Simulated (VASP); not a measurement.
# AgRuS2 in VASP: single point with r2SCAN

Aim: the single point of AgRuS2 with r2SCAN.

Program: VASP 6.6.1. These are calculated values, not measurements. Logs are shortened: lines on timing, memory, paths and dates and some standing lists are left out, and cuts for length are marked.

## 1. The cell of the first run

The cell holds a disordered packing, 8 atoms: a = 5.170 Å, b = 6.371 Å, c = 6.243 Å, α = 90.89°, β = 112.29°, γ = 79.15°.

## 2. Single point, r2SCAN

The input, POSCAR:

```
AgRuS2
1.0
    5.1254040000     -0.2832290000     -0.6151580000
    1.5452280000      6.1809180000     -0.0518180000
   -1.6471710000      0.3626610000      6.0110870000
Ag Ru S
2 2 4
Direct
    0.5526810000      0.0222360000      0.1317640000
    0.8375100000      0.7992360000      0.8083320000
    0.6391550000      0.2594020000      0.5911780000
    0.3023380000      0.6857120000      0.3046080000
    0.7519100000      0.4135640000      0.2130140000
    0.0814700000      0.3700720000      0.9896340000
    0.1173390000      0.4816330000      0.6089210000
    0.2343440000      0.9518510000      0.6584090000
```

The input, INCAR.step1:

```
PREC = Accurate
ENCUT = 520
ISMEAR = 1
SIGMA = 0.0326
LREAL = False
LASPH = True
NELM = 60
NBANDS = 47
GGA = PE
ALGO = Normal
EDIFF = 1E-4
LWAVE = True
LCHARG = False
```

The input, INCAR.step2:

```
PREC = Accurate
ENCUT = 520
EDIFF = 1E-6
ISMEAR = 1
SIGMA = 0.0326
LREAL = False
LASPH = True
NELM = 60
ALGO = Normal
ISIF = 2
LWAVE = False
LCHARG = False
METAGGA = R2SCAN
LMIXTAU = True
NBANDS = 47
ISTART = 1
```

The input, KPOINTS:

```
Automatic mesh
0
Gamma
  4 3 3
  0.5 0 0
```

Potentials or basis: VASP PAW PBE potentials, release 64 (Ag, Ru_pv, S).

Run with:

```console
cat potpaw_PBE.64/Ag/POTCAR potpaw_PBE.64/Ru_pv/POTCAR potpaw_PBE.64/S/POTCAR > POTCAR
cp INCAR.step1 INCAR
mpirun -np 1 vasp_std > vasp.out
cp INCAR.step2 INCAR
mpirun -np 1 vasp_std > vasp.out
```

OUTCAR:

```text
PREC = Accurate
   ENCUT = 520
   EDIFF = 1E-6
   ISMEAR = 1
   LREAL = False
   LASPH = True
   NELM = 60
   ISIF = 2
   METAGGA = R2SCAN
   ISTART = 1

 ion  position               nearest neighbor table
   1  0.553  0.022  0.132-   6 2.83   5 2.84   8 2.86   4 3.10   2 3.11   3 3.14
   2  0.838  0.799  0.808-   7 2.81   6 2.84   8 2.87   8 2.88   3 3.07   1 3.11   4 3.11   4 3.49

   3  0.639  0.259  0.591-   7 2.84   6 2.86   5 2.87   7 3.04   2 3.07   4 3.10   1 3.14
   4  0.302  0.686  0.305-   8 2.85   7 2.85   5 2.86   6 2.87   1 3.10   3 3.10   2 3.11   2 3.49

   5  0.752  0.414  0.213-   6 2.56   7 2.57   1 2.84   4 2.86   3 2.87
   6  0.081  0.370  0.990-   5 2.56   7 2.57   1 2.83   2 2.84   3 2.86   4 2.87
   7  0.117  0.482  0.609-   5 2.57   6 2.57   2 2.81   3 2.84   4 2.85   3 3.04
   8  0.234  0.952  0.658-   4 2.85   1 2.86   2 2.87   2 2.88

  LATTYP: Found a triclinic cell.
 ALAT       =     5.1699520495
 B/A-ratio  =     1.9042322048
 C/A-ratio  =     3.1029112079
 COS(alpha) =     0.0028024548
 COS(beta)  =     0.5427450214
 COS(gamma) =     0.8097498062

  Lattice vectors:

 A1 = (   5.1254040000,  -0.2832290000,  -0.6151580000)
 A2 = (   8.6036370000,  -0.2037970000,   4.7807710000)
 A3 = (   6.8745180000,  -7.1894690000, -12.5855140000)

Analysis of symmetry for initial positions (statically):
=====================================================================
 Subroutine PRICEL returns:
 Original cell was already a primitive cell.

 Routine SETGRP: Setting up the symmetry group for a
 triclinic supercell.

 Subroutine GETGRP returns: Found  1 space group operations
 (whereof  1 operations were pure point group operations)
 out of a pool of  2 trial point group operations.

The static configuration has the point symmetry C_1 .

Analysis of symmetry for dynamics (positions and initial velocities):
=====================================================================
 Subroutine PRICEL returns:
 Original cell was already a primitive cell.

 Routine SETGRP: Setting up the symmetry group for a
 triclinic supercell.

 Subroutine GETGRP returns: Found  1 space group operations
 (whereof  1 operations were pure point group operations)
 out of a pool of  2 trial point group operations.

The dynamic configuration has the point symmetry C_1 .
[... 105 lines left out ...]
   LREAL  =      F    real-space projection
   EDIFFG = 0.1E-04   stopping-criterion for IOM
   NSW    =      0    number of steps for IOM
   IBRION =     -1    ionic relax: 0-MD 1-quasi-New 2-CG
   NFREE  =      0    steps in history (QN), initial steepest desc. (CG)
   ISIF   =      2    stress and relaxation
   ISYM   =      2    0-nonsym 1-usesym 2-fastsym
   POTIM  = 0.5000    time-step for ionic-motion
   TEBEG  =    0.0;   TEEND  =   0.0 temperature during run
   PSTRESS=    0.0 pullay stress
   NELECT =      74.0000    total number of electrons
   NUPDOWN=      -1.0000    fix difference up-down
   EMIN   =  10.00;   EMAX   =-10.00  energy-range for DOS
   EFERMI =   0.00;   METHOD = LEGACY
   ISMEAR =     1;   SIGMA  =   0.03  broadening in eV -4-tet -1-fermi 0-gaus
   EFERMI_NEDOS =   21; number of points for ismear=-14 and -15
   IALGO  =     38    algorithm
   IMIX   =      4    mixing-type and parameters
     AMIX     =   0.40;   BMIX     =  1.00
     AMIX_MAG =   1.60;   BMIX_MAG =  1.00
  volume/ion in A,a.u.               =      23.32       157.34
  Fermi-wavevector in a.u.,A,eV,Ry     =   1.202929  2.273206 19.688147  1.447038
  Thomas-Fermi vector in A             =   2.338697
   LORBIT       =      0    0 simple, 1 ext, 2 COOP (PROOUT), +10 PAW based schemes
   METAGGA = R2SCAN    functional components
   LHFCALC =     F    Hartree Fock is set to
   AEXX    =    0.0000 exact exchange contribution
   IVDW    =     0    specifies the selected vdW correction
   LEPSILON=     F    determine dielectric tensor
   LRPA    =     F    only Hartree local field effects (RPA)
 non-spin polarized calculation
 Methfessel and Paxton  Order N= 1 SIGMA  =   0.03
  energy-cutoff  :      520.00
  volume of cell :      186.52
 maximum number of plane-waves:      5041
 NGX is ok and might be reduce to    40
   NGX = 19   NGY = 23   NGZ = 23

 number of electron      74.0000001 magnetization

 Free energy of the ion-electron system (eV)
  ---------------------------------------------------
  ext. energy  EPLUGINS =         0.00000000
  ---------------------------------------------------
  free energy    TOTEN  =      -116.39479383 eV

  energy without entropy =     -116.39522923  energy(sigma->0) =     -116.39493896

 E-fermi :   4.1170     XC(G=0): -10.3499

 val. band max:        4.1144497484   @ k =  -0.3750   0.3333   0.3333
 cond. band min:       4.1342332140   @ k =  -0.1250   0.0000   0.3333
 fundamental gap:      0.0197834656
 Fermi energy:         4.1170152755

 k-point     1 :       0.1250    0.0000    0.0000
  band No.  band energies     occupation
      1     -39.3618      2.00000
      2     -39.2763      2.00000
      3     -39.2264      2.00000
      4     -39.1211      2.00000
      5     -39.0804      2.00000
      6     -39.0022      2.00000
[... 889 lines left out ...]
     46       8.7277      0.00000
     47       9.8168      0.00000

------------------------ aborting loop because EDIFF is reached ----------------------------------------

  FORCE on cell =-STRESS in cart. coord.  units (eV):
  Direction    XX          YY          ZZ          XY          YZ          ZX
  --------------------------------------------------------------------------------------
  -------------------------------------------------------------------------------------
  Total      -21.7463323    -16.6684661    -18.9487637      2.0254307     -2.1770599      2.0524892
  in kB     -186.7928632   -143.1758911   -162.7627949     17.3976926    -18.7001305     17.6301151
  external PRESSURE =    -164.2438498 kB  Pullay stress =       0.0000000 kB

 VOLUME and BASIS-vectors are now :
 -----------------------------------------------------------------------------
  energy-cutoff  :      520.00
  volume of cell :      186.52
      direct lattice vectors                 reciprocal lattice vectors
     5.125404000 -0.283229000 -0.615158000     0.199291732 -0.049340100  0.057587137
     1.545228000  6.180918000 -0.051818000     0.007931499  0.159742816 -0.007464200
    -1.647171000  0.362661000  6.011087000     0.020463337 -0.003672282  0.172188226

 POSITION                                       TOTAL-FORCE (eV/Angst)
 -----------------------------------------------------------------------------------
      2.65004      0.02869      0.45091        -0.171786      0.130357      0.021383
      4.19612      4.99596      4.30234        -0.097552      0.185666     -0.158513
      2.70299      1.63671      3.14700         0.365510      1.430261     -0.458359
      2.10744      4.26317      1.60951         0.021436     -1.649574      0.934334
      4.14202      2.42049      0.79647        -1.419139      0.305769      1.807081
     -0.64068      2.62321      5.87948        -0.464572      0.797394      0.065239
      0.34265      3.16453      3.56314         0.998809     -0.769843     -1.472370
      1.58742      6.05572      3.76427         0.767294     -0.430031     -0.738796
 -----------------------------------------------------------------------------------
    total drift:                                0.000053     -0.000510      0.000007

  FREE ENERGIE OF THE ION-ELECTRON SYSTEM (eV)
  ---------------------------------------------------
  free  energy   TOTEN  =      -116.3947938262 eV

  energy  without entropy=     -116.3952292314  energy(sigma->0) =     -116.39493896
```

OSZICAR.step1:

```text
N       E                     dE             d eps       ncg     rms          rms(c)
DAV:   1     0.546563952917E+03    0.54656E+03   -0.38316E+04  1884   0.146E+03
DAV:   2     0.162361106887E+01   -0.54494E+03   -0.52703E+03  1882   0.349E+02
DAV:   3    -0.322651138360E+02   -0.33889E+02   -0.31800E+02  2035   0.758E+01
DAV:   4    -0.332484889764E+02   -0.98338E+00   -0.97558E+00  1862   0.133E+01
DAV:   5    -0.332718810249E+02   -0.23392E-01   -0.23383E-01  2124   0.199E+00    0.168E+01
DAV:   6    -0.378174908200E+02   -0.45456E+01   -0.37067E+01  1801   0.269E+01    0.221E+01
DAV:   7    -0.316583860930E+02    0.61591E+01   -0.19576E+01  1748   0.269E+01    0.784E+00
DAV:   8    -0.318037901502E+02   -0.14540E+00   -0.22418E+00  1832   0.710E+00    0.655E+00
DAV:   9    -0.322439278285E+02   -0.44014E+00   -0.69673E+00  1953   0.614E+00    0.106E+01
DAV:  10    -0.316799049440E+02    0.56402E+00   -0.37587E+00  1892   0.395E+00    0.140E+00
DAV:  11    -0.316642690438E+02    0.15636E-01   -0.74930E-02  1923   0.107E+00    0.672E-01
DAV:  12    -0.316635664252E+02    0.70262E-03   -0.13790E-02  1876   0.444E-01    0.325E-01
DAV:  13    -0.316634280123E+02    0.13841E-03   -0.13060E-03  1910   0.148E-01    0.149E-01
DAV:  14    -0.316633977234E+02    0.30289E-04   -0.35779E-04  1014   0.693E-02
   1 F= -.31663398E+02 E0= -.31663387E+02  d E =-.315270E-04
```

Run time: 8.9 min. Hardware: 1 thread of AMD EPYC 7R13, shared host; peak memory 0.37 GiB.

What came out:

| Item | Value |
| --- | --- |
| Free energy | -116.3948 eV |
| Pressure | -16.4 GPa |
| Largest force | 2.318 eV/Å |
| Band gap on the k mesh | zero (bands 37 and 38 overlap by 0.02 eV) |

Forces on the atoms (eV/Å):
```
Ag  -0.172  0.130  0.021
Ag  -0.098  0.186 -0.159
Ru   0.366  1.430 -0.458
Ru   0.021 -1.650  0.934
S   -1.419  0.306  1.807
S   -0.465  0.797  0.065
S    0.999 -0.770 -1.472
S    0.767 -0.430 -0.739
```

Levels at points of the mesh, in eV from the Fermi level:
```
           k point  band 35  band 36  band 37  band 38  band 39  band 40
(0.12, 0.00, 0.00)    -0.32    -0.16    -0.06     0.06     0.33     0.37
```

Caveat: the k points lie up to 0.36 Å⁻¹ apart; the PAW data sets were made with another functional, which shifts forces and pressure a little.
